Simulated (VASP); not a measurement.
# Rb2CuSbCl6: single point with LDA

The system is Rb2CuSbCl6.

```
Rb Cu Sb Cl
1.0
     0.00000    5.20702    5.20702
     5.20702    0.00000    5.20702
     5.20702    5.20702    0.00000
Rb Cu Sb Cl
2 1 1 6
Direct
  0.75000 0.75000 0.75000
  0.25000 0.25000 0.25000
  0.50000 0.50000 0.50000
  0.00000 0.00000 0.00000
  0.74235 0.25765 0.25765
  0.25765 0.25765 0.74235
  0.25765 0.74235 0.74235
  0.25765 0.74235 0.25765
  0.74235 0.25765 0.74235
  0.74235 0.74235 0.25765
```

```json
{
 "Program": "VASP 6.6.1",
 "Task": "single point",
 "Functional": "LDA",
 "Potentials or basis": "VASP PAW LDA potentials, release 64 (Rb_sv, Cu, Sb, Cl)",
 "Cutoff": "520 eV",
 "k mesh": "2 × 2 × 2, shifted",
 "Occupations": "gaussian, width 0.01 eV",
 "Spin": "no spin polarisation"
}
```

```yaml
Pressure: -3.7 GPa
Largest_force: 0.114 eV/Å
Band_gap_on_the_k_mesh: 1.54 eV (least direct gap 1.73 eV)
```

Forces in eV/Å, atoms in the order of the input:
```
Rb   0.000  0.000  0.000
Rb   0.000  0.000  0.000
Cu   0.000  0.000  0.000
Sb   0.000  0.000  0.000
Cl   0.114  0.000  0.000
Cl   0.000  0.000  0.114
Cl  -0.114  0.000  0.000
Cl   0.000  0.114  0.000
Cl   0.000 -0.114  0.000
Cl   0.000  0.000 -0.114
```

Levels at points of the mesh, in eV from the valence-band top:
| k point | band 35 | band 36 | band 37 | band 38 | band 39 | band 40 | band 41 | band 42 |
| --- | --- | --- | --- | --- | --- | --- | --- | --- |
| (0.25, 0.25, 0.25) | -0.79 | -0.79 | -0.38 | -0.38 | 1.54 | 2.62 | 2.62 | 3.84 |

Wall time 8.5 min on 1 thread of Intel Xeon 8259CL, on a shared host, peak memory 0.46 GiB.

Caveat: the cell stands under tension; spin-orbit coupling is left out, which moves the levels of the heavy elements; a shifted mesh leaves out Γ, where band edges can lie. A k mesh can miss the band edges.
